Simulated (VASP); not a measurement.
# CoO (P6_3mc) in VASP: further runs

Runs on CoO. Level: PBE+U. Tasks: relaxation of shape and atoms at fixed volume, relaxation of cell and atoms.

All numbers are computed with VASP 6.6.1; they aren't measurements. Logs are shortened: lines on timing, memory, paths and dates and some standing lists are left out, and cuts for length are marked.

## Step 1: The cell of the first run

Symmetry: P6_3mc, No. 186, hexagonal system. Conventional cell: a = 3.318 Å, b = 3.318 Å, c = 5.348 Å, α = 90.00°, β = 90.00°, γ = 120.00°. Co (site symmetry 3m) has 4 O at 2.00 to 2.03 Å within 2.6 Å. Within 2.6 Å of O (site symmetry 3m) lie 4 Co at 2.00 to 2.03 Å.

## Step 2: Relaxation of shape and atoms at fixed volume, PBE+U, collinear spin, antiferromagnetic start (12.75 Å³/atom)

File INCAR:

```
SYSTEM = CoO
  PREC = Accurate
  ENCUT = 600
  EDIFF = 1E-6
  ISMEAR = 0
  SIGMA = 0.02
  LREAL = .FALSE.
  LASPH = .TRUE.
  NELM = 150
  ALGO = Normal
  ISIF = 4
  LWAVE = .FALSE.
  LCHARG = .FALSE.
  ISPIN = 2
  MAGMOM = -2.67 2.67 0 0
  LORBIT = 11
  LMAXMIX = 4
  LDAU = .TRUE.
  LDAUTYPE = 2
  LDAUL = 2 -1
  LDAUU = 3.32 0
  LDAUJ = 0 0
  LDAUPRINT = 1
  GGA = PE
  IBRION = 2
  NSW = 50
  EDIFFG = -0.01
```

File KPOINTS:

```
regular mesh
0
G
  12 12 6
  0 0 0
```

File POSCAR:

```
CoO
1.0
    3.3179464929      0.0000000000      0.0000000000
   -1.6589732465      2.8734259512      0.0000000000
    0.0000000000      0.0000000000      5.3476355197
Co O
2 2
Direct
    0.0000000000      0.0000000000      0.0005751789
    0.3333333333      0.6666666667      0.5005751581
    0.0000000000      0.0000000000      0.3744253323
    0.3333333333      0.6666666667      0.8744253307
```

Potentials or basis: VASP PAW PBE potentials, release 64 (Co, O).

The run is started by

```sh
$ cat potpaw_PBE.64/Co/POTCAR potpaw_PBE.64/O/POTCAR > POTCAR
$ mpirun -np 1 vasp_std > vasp.out
```

OUTCAR:

```text
SYSTEM = CoO
   PREC = Accurate
   ENCUT = 600
   EDIFF = 1E-6
   ISMEAR = 0
   LREAL = .FALSE.
   LASPH = .TRUE.
   NELM = 150
   ISIF = 4
   ISPIN = 2
   LORBIT = 11
   GGA = PE
   IBRION = 2
   NSW = 50
   EDIFFG = -0.01

 ion  position               nearest neighbor table
   1  0.000  0.000  0.001-   3 2.00   4 2.03   4 2.03   4 2.03
   2  0.333  0.667  0.501-   4 2.00   3 2.03   3 2.03   3 2.03
   3  0.000  0.000  0.374-   1 2.00   2 2.03   2 2.03   2 2.03
   4  0.333  0.667  0.874-   2 2.00   1 2.03   1 2.03   1 2.03

  LATTYP: Found a hexagonal cell.
 ALAT       =     3.3179464929
 C/A-ratio  =     1.6117304879

  Lattice vectors:

 A1 = (   3.3179464929,   0.0000000000,   0.0000000000)
 A2 = (  -1.6589732465,   2.8734259512,   0.0000000000)
 A3 = (   0.0000000000,   0.0000000000,   5.3476355197)

Analysis of symmetry for initial positions (statically):
=====================================================================
 Subroutine PRICEL returns:
 Original cell was already a primitive cell.

 Routine SETGRP: Setting up the symmetry group for a
 hexagonal supercell.

 Subroutine GETGRP returns: Found 12 space group operations
 (whereof  6 operations were pure point group operations)
 out of a pool of 24 trial point group operations.

The static configuration has the point symmetry C_3v.
 The point group associated with its full space group is C_6v.

Analysis of symmetry for dynamics (positions and initial velocities):
=====================================================================
 Subroutine PRICEL returns:
 Original cell was already a primitive cell.

 Routine SETGRP: Setting up the symmetry group for a
 hexagonal supercell.

 Subroutine GETGRP returns: Found 12 space group operations
 (whereof  6 operations were pure point group operations)
 out of a pool of 24 trial point group operations.

The dynamic configuration has the point symmetry C_3v.
 The point group associated with its full space group is C_6v.

Analysis of structural, dynamic, and magnetic symmetry:
=====================================================================
 Subroutine PRICEL returns:
 Original cell was already a primitive cell.

 Routine SETGRP: Setting up the symmetry group for a
 hexagonal supercell.

 Subroutine GETGRP returns: Found 12 space group operations
 (whereof  6 operations were pure point group operations)
 out of a pool of 24 trial point group operations.

The overall configuration has the point symmetry C_3v.
 The point group associated with its full space group is C_6v.

 Subroutine INISYM returns: Found 12 space group operations
 (whereof  6 operations are pure point group operations),
 and found     1 'primitive' translations

----------------------------------------------------------------------------------------

                                     Primitive cell

  volume of cell :      50.9837

  direct lattice vectors                    reciprocal lattice vectors
     3.317946493  0.000000000  0.000000000     0.301391238  0.174008312  0.000000000
    -1.658973246  2.873425951  0.000000000     0.000000000  0.348016624  0.000000000
     0.000000000  0.000000000  5.347635520     0.000000000  0.000000000  0.186998534

  length of vectors
     3.317946493  3.317946493  5.347635520     0.348016624  0.348016624  0.186998534

  position of ions in fractional coordinates (direct lattice)
     0.000000000  0.000000000  0.000575179
     0.333333333  0.666666667  0.500575158
     0.000000000  0.000000000  0.374425332
     0.333333333  0.666666667  0.874425331

  ion indices of the primitive-cell ions
   primitive index   ion index
                 1           1
                 2           2
                 3           3
                 4           4

----------------------------------------------------------------------------------------

 KPOINTS: regular mesh

Automatic generation of k-mesh.
 Grid dimensions read from file:
 generate k-points for:   12   12    6

 Generating k-lattice:

  Cartesian coordinates                     Fractional coordinates (reciprocal lattice)
     0.025115936  0.014500693  0.000000000     0.083333333 -0.000000000  0.000000000
[... 82 lines left out ...]
  Thomas-Fermi vector in A             =   2.497505
   LORBIT       =     11    0 simple, 1 ext, 2 COOP (PROOUT), +10 PAW based schemes
 LDA+U is selected, type is set to LDAUTYPE =  2
   angular momentum for each species LDAUL =     2   -1
   U (eV)           for each species LDAUU =   3.3  0.0
   J (eV)           for each species LDAUJ =   0.0  0.0
   GGA     = PE    functional components
   LHFCALC =     F    Hartree Fock is set to
   AEXX    =    0.0000 exact exchange contribution
   IVDW    =     0    specifies the selected vdW correction
   LEPSILON=     F    determine dielectric tensor
   LRPA    =     F    only Hartree local field effects (RPA)
 conjugate gradient relaxation of ions
 spin polarized calculation
 Gauss-broadening in eV      SIGMA  =   0.02
  energy-cutoff  :      600.00
  volume of cell :       50.98
 maximum number of plane-waves:      1737
 NGX is ok and might be reduce to    28
   NGX = 13   NGY = 13   NGZ = 21

--------------------------------------- Ionic step        1  -------------------------------------------

 number of electron      29.9999999 magnetization      -0.0000001

 Free energy of the ion-electron system (eV)
  ---------------------------------------------------
  ext. energy  EPLUGINS =         0.00000000
  ---------------------------------------------------
  free energy    TOTEN  =       -24.40723888 eV

  energy without entropy =      -24.40723888  energy(sigma->0) =      -24.40723888

------------------------ aborting loop because EDIFF is reached ----------------------------------------

  FORCE on cell =-STRESS in cart. coord.  units (eV):
  Direction    XX          YY          ZZ          XY          YZ          ZX
  --------------------------------------------------------------------------------------
  -------------------------------------------------------------------------------------
  Total       -1.6262299     -1.6262299     -1.7140296      0.0000000      0.0000000      0.0000000
  in kB      -51.1047596    -51.1047596    -53.8638910      0.0000000      0.0000000      0.0000000
  external PRESSURE =     -52.0244700 kB  Pullay stress =       0.0000000 kB
[... 57 lines left out ...]
  FREE ENERGIE OF THE ION-ELECTRON SYSTEM (eV)
  ---------------------------------------------------
  free  energy   TOTEN  =       -24.4073503685 eV

  energy  without entropy=      -24.4073503685  energy(sigma->0) =      -24.40735037

atom =   1  type =  1  l = 2

 onsite density matrix

spin component  1

  0.4033 -0.0000  0.0000 -0.4037 -0.0000
 -0.0000  0.6648  0.0000 -0.0000 -0.4037
  0.0000  0.0000  0.1265 -0.0000 -0.0000
 -0.4037 -0.0000 -0.0000  0.6648  0.0000
 -0.0000 -0.4037 -0.0000  0.0000  0.4033

spin component  2

  0.9786  0.0000  0.0000  0.0078 -0.0000
  0.0000  0.9704 -0.0000 -0.0000  0.0078
  0.0000 -0.0000  0.9828  0.0000 -0.0000
  0.0078 -0.0000  0.0000  0.9704 -0.0000
 -0.0000  0.0078 -0.0000 -0.0000  0.9786

 occupancies and eigenvectors

  o =  0.1097  v =  0.3140  0.5420  0.0000  0.2283  0.7453  0.0000  0.0000  0.0000  0.0000  0.0000      0.0000  0.0000  0.0000  0.0000  0.0000  0.0000  0.0000  0.0000  0.0000  0.0000
  o =  0.1097  v = -0.7453  0.2283  0.0000 -0.5420  0.3140  0.0000  0.0000  0.0000  0.0000  0.0000      0.0000  0.0000  0.0000  0.0000  0.0000  0.0000  0.0000  0.0000  0.0000  0.0000
  o =  0.1265  v =  0.0000 -0.0000  1.0000  0.0000 -0.0000  0.0000  0.0000  0.0000  0.0000  0.0000      0.0000  0.0000  0.0000  0.0000  0.0000  0.0000  0.0000  0.0000  0.0000  0.0000
  o =  0.9584  v =  0.2281 -0.7454 -0.0000 -0.3137  0.5421  0.0000  0.0000  0.0000  0.0000  0.0000      0.0000  0.0000  0.0000  0.0000  0.0000  0.0000  0.0000  0.0000  0.0000  0.0000
  o =  0.9584  v = -0.5421 -0.3137 -0.0000  0.7454  0.2281  0.0000  0.0000  0.0000  0.0000  0.0000      0.0000  0.0000  0.0000  0.0000  0.0000  0.0000  0.0000  0.0000  0.0000  0.0000
  o =  0.9656  v =  0.0000  0.0000  0.0000  0.0000  0.0000 -0.2010  0.7882 -0.0000  0.3317 -0.4777      0.0000  0.0000  0.0000  0.0000  0.0000  0.0000  0.0000  0.0000  0.0000  0.0000
  o =  0.9656  v =  0.0000  0.0000  0.0000  0.0000  0.0000  0.4777  0.3317 -0.0000 -0.7882 -0.2010      0.0000  0.0000  0.0000  0.0000  0.0000  0.0000  0.0000  0.0000  0.0000  0.0000
  o =  0.9828  v =  0.0000  0.0000  0.0000  0.0000  0.0000  0.0000 -0.0000 -1.0000  0.0000 -0.0000      0.0000  0.0000  0.0000  0.0000  0.0000  0.0000  0.0000  0.0000  0.0000  0.0000
  o =  0.9833  v =  0.0000  0.0000  0.0000  0.0000  0.0000  0.3318  0.4777 -0.0000  0.2011  0.7882      0.0000  0.0000  0.0000  0.0000  0.0000  0.0000  0.0000  0.0000  0.0000  0.0000
  o =  0.9833  v =  0.0000  0.0000  0.0000  0.0000  0.0000  0.7882 -0.2011  0.0000  0.4777 -0.3318      0.0000  0.0000  0.0000  0.0000  0.0000  0.0000  0.0000  0.0000  0.0000  0.0000

atom =   2  type =  1  l = 2

 onsite density matrix

spin component  1

  0.9786 -0.0000  0.0000 -0.0078 -0.0000
 -0.0000  0.9704  0.0000 -0.0000 -0.0078
  0.0000  0.0000  0.9828 -0.0000 -0.0000
 -0.0078 -0.0000 -0.0000  0.9704  0.0000
 -0.0000 -0.0078 -0.0000  0.0000  0.9786

spin component  2

  0.4033  0.0000  0.0000  0.4037 -0.0000
  0.0000  0.6648 -0.0000 -0.0000  0.4037
  0.0000 -0.0000  0.1265  0.0000 -0.0000
  0.4037 -0.0000  0.0000  0.6648 -0.0000
 -0.0000  0.4037 -0.0000 -0.0000  0.4033

 occupancies and eigenvectors

  o =  0.1097  v =  0.0000  0.0000  0.0000  0.0000  0.0000  0.3138 -0.5421  0.0000 -0.2282  0.7454      0.0000  0.0000  0.0000  0.0000  0.0000  0.0000  0.0000  0.0000  0.0000  0.0000
  o =  0.1097  v =  0.0000  0.0000  0.0000  0.0000  0.0000 -0.7454 -0.2282  0.0000  0.5421  0.3138      0.0000  0.0000  0.0000  0.0000  0.0000  0.0000  0.0000  0.0000  0.0000  0.0000
  o =  0.1265  v =  0.0000  0.0000  0.0000  0.0000  0.0000  0.0000  0.0000  1.0000 -0.0000 -0.0000      0.0000  0.0000  0.0000  0.0000  0.0000  0.0000  0.0000  0.0000  0.0000  0.0000
  o =  0.9584  v =  0.0000  0.0000  0.0000  0.0000  0.0000  0.2281  0.7454 -0.0000  0.3137  0.5421      0.0000  0.0000  0.0000  0.0000  0.0000  0.0000  0.0000  0.0000  0.0000  0.0000
  o =  0.9584  v =  0.0000  0.0000  0.0000  0.0000  0.0000 -0.5421  0.3137 -0.0000 -0.7454  0.2281      0.0000  0.0000  0.0000  0.0000  0.0000  0.0000  0.0000  0.0000  0.0000  0.0000
  o =  0.9656  v = -0.2010 -0.7882 -0.0000 -0.3317 -0.4777  0.0000  0.0000  0.0000  0.0000  0.0000      0.0000  0.0000  0.0000  0.0000  0.0000  0.0000  0.0000  0.0000  0.0000  0.0000
  o =  0.9656  v =  0.4777 -0.3317 -0.0000  0.7882 -0.2010  0.0000  0.0000  0.0000  0.0000  0.0000      0.0000  0.0000  0.0000  0.0000  0.0000  0.0000  0.0000  0.0000  0.0000  0.0000
  o =  0.9828  v =  0.0000  0.0000 -1.0000 -0.0000 -0.0000  0.0000  0.0000  0.0000  0.0000  0.0000      0.0000  0.0000  0.0000  0.0000  0.0000  0.0000  0.0000  0.0000  0.0000  0.0000
  o =  0.9833  v =  0.3317 -0.4777 -0.0000 -0.2010  0.7882  0.0000  0.0000  0.0000  0.0000  0.0000      0.0000  0.0000  0.0000  0.0000  0.0000  0.0000  0.0000  0.0000  0.0000  0.0000
  o =  0.9833  v =  0.7882  0.2010  0.0000 -0.4777 -0.3317  0.0000  0.0000  0.0000  0.0000  0.0000      0.0000  0.0000  0.0000  0.0000  0.0000  0.0000  0.0000  0.0000  0.0000  0.0000

--------------------------------------- Ionic step        3  -------------------------------------------

 number of electron      29.9999999 magnetization      -0.0000001

 Free energy of the ion-electron system (eV)
  ---------------------------------------------------
  ext. energy  EPLUGINS =         0.00000000
  ---------------------------------------------------
  free energy    TOTEN  =       -24.40747440 eV

  energy without entropy =      -24.40747440  energy(sigma->0) =      -24.40747440

 E-fermi :   4.2509     XC(G=0): -10.5202

 val. band max:        4.1011160994   @ k =   0.0000   0.0000   0.5000
 cond. band min:       5.2976925044   @ k =   0.0000   0.0000   0.0000
 fundamental gap:      1.1965764050
 Fermi energy:         4.2508575241

 spin component 1

 k-point     1 :       0.0000    0.0000    0.0000
  band No.  band energies     occupation
      1     -13.7996      1.00000
      2     -13.2291      1.00000
      3      -1.3088      1.00000
      4      -1.3088      1.00000
      5      -1.1121      1.00000
      6      -0.6352      1.00000
[... 1082 lines left out ...]
  FREE ENERGIE OF THE ION-ELECTRON SYSTEM (eV)
  ---------------------------------------------------
  free  energy   TOTEN  =       -24.4074743986 eV

  energy  without entropy=      -24.4074743986  energy(sigma->0) =      -24.40747440

 reached required accuracy - stopping structural energy minimisation

 total charge

# of ion       s       p       d       tot
------------------------------------------
    1        0.329   0.376   7.120   7.825
    2        0.329   0.376   7.120   7.825
    3        1.543   3.443   0.000   4.986
    4        1.543   3.443   0.000   4.986
--------------------------------------------------
tot          3.743   7.638  14.240  25.621

 magnetization (x)

# of ion       s       p       d       tot
------------------------------------------
    1       -0.016  -0.037  -2.616  -2.669
    2        0.016   0.037   2.616   2.669
    3        0.007   0.075   0.000   0.082
    4       -0.007  -0.075   0.000  -0.082
--------------------------------------------------
tot          0.000   0.000  -0.000  -0.000
```

Wall time 7.8 min (1 thread of Oxide Virtual Turin-like, shared host); peak memory 0.28 GiB.

Results:

```
Free energy                                           : -24.4075 eV
Energy gained by relaxing                             : 0.1 meV/atom
Ionic steps                                           : 3
Pressure after relaxing                               : -5.1 GPa
Band gap on the k mesh                                : 1.20 eV (least direct gap 1.29 eV)
Net moment                                            : 0.00 μB per cell
Site moments                                          : Co -2.67, +2.67; O +0.08, -0.08 μB
Valence electrons inside the program's atomic spheres : Co 7.83; O 4.99
```

The path:
```csv
step,energy change (eV),largest force (eV/Å),pressure (GPa),volume (Å³)
1,0.0000,0.0187,-5.20,50.98
2,-0.0001,0.0130,-5.17,50.98
3,-0.0002,0.0003,-5.15,50.98
```

Final structure:
```
Co O
1.0
     3.32202    0.00000    0.00000
    -1.66101    2.87696    0.00000
     0.00000    0.00000    5.33451
Co O
2 2
Direct
  0.00000 0.00000 0.99999
  0.33333 0.66667 0.49999
  0.00000 0.00000 0.37501
  0.33333 0.66667 0.87501
```

Eigenvalues of the final occupation matrices:
| site | spin | trace | eigenvalues |
| --- | --- | --- | --- |
| site 1 d | 1 | 2.26 | 0.11 0.11 0.13 0.96 0.96 |
| site 1 d | 2 | 4.88 | 0.97 0.97 0.98 0.98 0.98 |
| site 2 d | 1 | 4.88 | 0.97 0.97 0.98 0.98 0.98 |
| site 2 d | 2 | 2.26 | 0.11 0.11 0.13 0.96 0.96 |

A k mesh can miss the band edges. The state reached can hang on the start; a lower one may exist.

## Step 3: Relaxation of cell and atoms, PBE+U, collinear spin, antiferromagnetic start, target pressure 12 GPa, at which the enthalpy is minimised

This run uses another cell than the first one, of 11.41 Å³/atom.

File INCAR:

```
  ALGO = Normal
  EDIFF = 1E-7
  EDIFFG = -0.008
  ENCUT = 600
  GGA = PE
  GGA_COMPAT = F
  IBRION = 2
  ISIF = 3
  ISMEAR = 0
  ISPIN = 2
  LASPH = T
  LCHARG = F
  LDAU = T
  LDAUJ = 0 0
  LDAUL = 2 -1
  LDAUPRINT = 1
  LDAUTYPE = 2
  LDAUU = 3.32 0
  LMAXMIX = 4
  LORBIT = 11
  LREAL = F
  LWAVE = F
  MAGMOM = -2.65 2.65 0 0
  NELM = 200
  NELMIN = 4
  NSW = 70
  PREC = Accurate
  PSTRESS = 120.0
  SIGMA = 0.02
```

File KPOINTS:

```
k-points
0
Gamma
  12 12 6
```

File POSCAR:

```
CoO
1.0
    3.1965604688      0.0000000000      0.0000000000
   -1.5982802344      2.7683025707      0.0000000000
    0.0000000000      0.0000000000      5.1588551233
Co O
2 2
Direct
    0.0000000000      0.0000000000      0.0007273694
    0.3333333333      0.6666666667      0.5007273620
    0.0000000000      0.0000000000      0.3742731348
    0.3333333333      0.6666666667      0.8742731338
```

Potentials or basis: VASP PAW PBE potentials, release 64 (Co, O).

The run is started by

```sh
$ cat potpaw_PBE.64/Co/POTCAR potpaw_PBE.64/O/POTCAR > POTCAR
$ mpirun -np 1 vasp_std > vasp.out
```

It took 18 min on 1 thread of Oxide Virtual Turin-like, shared host; peak memory 0.26 GiB.

The run converged. Its results:

| Item | Value |
| --- | --- |
| Free energy | -24.3023 eV |
| Relaxed volume | 11.26 Å³/atom |
| Relaxed cell | a = 3.179 Å, b = 3.179 Å, c = 5.149 Å, α = 90.00°, β = 90.00°, γ = 120.00° |
| Space group after relaxing (to 0.1 Å) | P6_3mc (No. 186) |
| Energy change on relaxing (the run minimises the enthalpy) | +10.1 meV/atom |
| Ionic steps | 8 |
| Pressure after relaxing | 12.0 GPa |
| Largest force after relaxing | 0.004 eV/Å |
| Band gap on the k mesh | 1.21 eV (least direct gap 1.31 eV) |
| Net moment | 0.00 μB per cell |
| Site moments | Co -2.62, +2.62; O +0.09, -0.09 μB |
| Valence electrons inside the program's atomic spheres | Co 8.05; O 5.05 |

Forces in eV/Å, atoms in the order of the input:
```
Co   0.000  0.000  0.004
Co   0.000  0.000  0.004
O    0.000  0.000 -0.004
O    0.000  0.000 -0.004
```

Step by step:
```tsv
step	energy change (eV)	largest force (eV/Å)	pressure (GPa)	volume (Å³)
1	0.0000	0.0109	9.80	45.65
2	0.0754	0.0170	13.77	44.62
3	0.0399	0.0143	12.02	45.06
4	0.0390	0.0143	11.96	45.08
5	0.0391	0.0090	11.96	45.07
6	0.0394	0.0080	11.96	45.07
7	0.0408	0.0081	12.03	45.05
8	0.0405	0.0044	12.00	45.05
```

Final structure:
```cif
data_structure
_symmetry_space_group_name_H-M 'P 1'
_symmetry_Int_Tables_number 1
_cell_length_a 3.1786
_cell_length_b 3.1786
_cell_length_c 5.1490
_cell_angle_alpha 90.000
_cell_angle_beta 90.000
_cell_angle_gamma 120.000
_cell_volume 45.05
loop_
_atom_site_label
_atom_site_type_symbol
_atom_site_fract_x
_atom_site_fract_y
_atom_site_fract_z
_atom_site_occupancy
Co1 Co 0.00000 0.00000 0.00127 1
Co2 Co 0.33333 0.66667 0.50127 1
O1 O 0.00000 0.00000 0.37373 1
O2 O 0.33333 0.66667 0.87373 1
```

Levels at points of the mesh, in eV from the valence-band top:
Spin up:
```
           k point  band 11  band 12  band 13  band 14  band 15  band 16  band 17  band 18  band 19
(0.00, 0.00, 0.00)    -1.46    -1.46    -1.43    -0.10    -0.10     1.21     3.40     4.07     4.07
(0.50, 0.00, 0.00)    -2.71    -2.05    -1.74    -0.79    -0.30     1.95     2.64     3.34     6.84
(0.00, 0.00, 0.50)    -1.56    -1.56    -1.55     0.00     0.00     2.84     3.61     3.99     3.99
(0.50, 0.00, 0.50)    -2.40    -1.55    -1.44    -0.81    -0.74     2.04     2.97     3.28     6.22
```
Spin down:
```tsv
k point	band 12	band 13	band 14	band 15	band 16	band 17	band 18	band 19
(0.00, 0.00, 0.00)	-1.46	-1.43	-0.10	-0.10	1.21	3.40	4.07	4.07
(0.50, 0.00, 0.00)	-2.05	-1.74	-0.79	-0.30	1.95	2.64	3.34	6.84
(0.00, 0.00, 0.50)	-1.56	-1.55	0.00	0.00	2.84	3.61	3.99	3.99
(0.50, 0.00, 0.50)	-1.55	-1.44	-0.81	-0.74	2.04	2.97	3.28	6.22
```

Eigenvalues of the final occupation matrices:
```csv
site,spin,trace,eigenvalues
site 1 d,1,2.34,0.14 0.14 0.16 0.96 0.96
site 1 d,2,4.90,0.97 0.97 0.99 0.99 0.99
site 2 d,1,4.90,0.97 0.97 0.99 0.99 0.99
site 2 d,2,2.34,0.14 0.14 0.16 0.96 0.96
```

Caveat: the cell is relaxed towards a set pressure, so the run minimises the enthalpy, not the energy.
